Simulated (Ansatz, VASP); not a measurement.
**Two plane-wave programs on Ti2W**

```xyz
3
Lattice="0.0000 2.2422 6.8922 1.6142 0.0000 6.8922 1.6142 2.2422 0.0000" Properties=species:S:1:pos:R:3 pbc="T T T"
Ti    1.6142    2.2422    9.1231
Ti    1.6142    2.2422    4.6613
W     0.0000    0.0000    0.0000
```

Alike in both runs: functional PBE; k mesh 6 × 6 × 6; occupations gaussian, width 0.1 eV; no spin polarisation.

Ansatz relaxed the structure, and its values are those at the end. VASP's run is a single point on that final structure, the one shown.

|  | VASP | Ansatz |
| --- | --- | --- |
| version | VASP 6.6.1 | Ansatz 0.2.0 |
| potentials or method | VASP PAW PBE potentials, release 64 (Ti_sv, W_sv), cutoff 520 eV | scalar-relativistic, plane waves, PAW |
| valence electrons in the cell | 38 | 38 |

```tsv
	VASP	Ansatz	Ansatz less VASP
gap on the k mesh at the Fermi level (eV)	none	none	-
pressure (GPa)	0.0	0.0	+0.04
rms of the force components (eV/Å)	0.004	0.010	+0.0057
```

A gap of «none» marks a metal or a gap that the smearing closes. With one functional, cell and mesh, what is left measures potentials, basis and numerics.

The k mesh is coarse, so the values compare programs but aren't converged. Spin-orbit coupling is off throughout.
